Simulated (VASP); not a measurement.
Write the native input for VASP 6.6.1 that does the following.

```yaml
Task: single point
Functional: PBE
Potentials_or_basis: VASP PAW PBE potentials, release 64 (Rb_sv)
Cutoff: 520 eV
k_mesh: 6 × 6 × 6
Occupations: fermi-dirac, width 0.1 eV
Spin: no spin polarisation
Dipole_correction: no
Further_INCAR_settings: ALGO = Normal; EDIFF = 1e-07; NBANDS = 16
```

The structure of Rb lies in POSCAR:

```
Rb
1.0
    0.0000000000      5.1979609271      5.1979609271
    5.1979609271      0.0000000000      5.1979609271
    5.1979609271      5.1979609271      0.0000000000
Rb
2
Direct
    0.1250000000      0.1250000000      0.1250000000
    0.8750000000      0.8750000000      0.8750000000
```

One way to write it, as run:

INCAR

```
SYSTEM = Rb
PREC = Accurate
ENCUT = 520
EDIFF = 1E-7
ISMEAR = -1
SIGMA = 0.1
LREAL = .False.
LASPH = .True.
NELM = 100
ALGO = Normal
ISIF = 2
LWAVE = .False.
LCHARG = .True.
GGA = PE
LELF = .True.
LVHAR = .True.
NBANDS = 16
```

KPOINTS

```
Automatic mesh
0
Gamma
  6 6 6
  0 0 0
```

Potentials or basis: VASP PAW PBE potentials, release 64 (Rb_sv).

Run with:

```bash
$ cat potpaw_PBE.64/Rb_sv/POTCAR > POTCAR
$ mpirun -np 1 vasp_std > vasp.out
```

It gave:

```yaml
Pressure: 0.0 GPa
Band_gap_on_the_k_mesh: zero (band 9 reaches -0.61 eV, above the bottom of band 10 at -0.71 eV)
```

Run time: 58 s on 1 thread of AMD EPYC 9R45 96-Core Processor (Zen 5) (shared host), peak memory 0.4 GiB.
